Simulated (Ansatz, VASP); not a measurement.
# As in VASP and in Ansatz

```xyz
2
Lattice="0.0000 3.1721 3.1721 3.1721 0.0000 3.1721 3.1721 3.1721 0.0000" Properties=species:S:1:pos:R:3 pbc="T T T"
As    0.7930    0.7930    0.7930
As    5.5512    5.5512    5.5512
```

Alike in both runs: task single point; functional RPBE; k mesh 10 × 10 × 10; occupations fermi-dirac, width 0.1 eV; no spin polarisation.

|  | VASP | Ansatz |
| --- | --- | --- |
| version | VASP 6.6.1 | Ansatz 0.2.0 |
| potentials or method | VASP PAW PBE potentials, release 64 (As), cutoff 520 eV | plane waves (420 eV) with PAW, scalar-relativistic |
| valence electrons in the cell | 10 | 30 |

```csv
,VASP,Ansatz,Ansatz less VASP
pressure (GPa),-2.9,-2.9,-0.03
```

VASP's potentials were made for PBE, not for RPBE. With one functional, cell and mesh, what is left measures potentials, basis and numerics. VASP's potentials hold 10 valence electrons a cell and Ansatz's 30, so a difference there can come from the potentials and not from the codes.
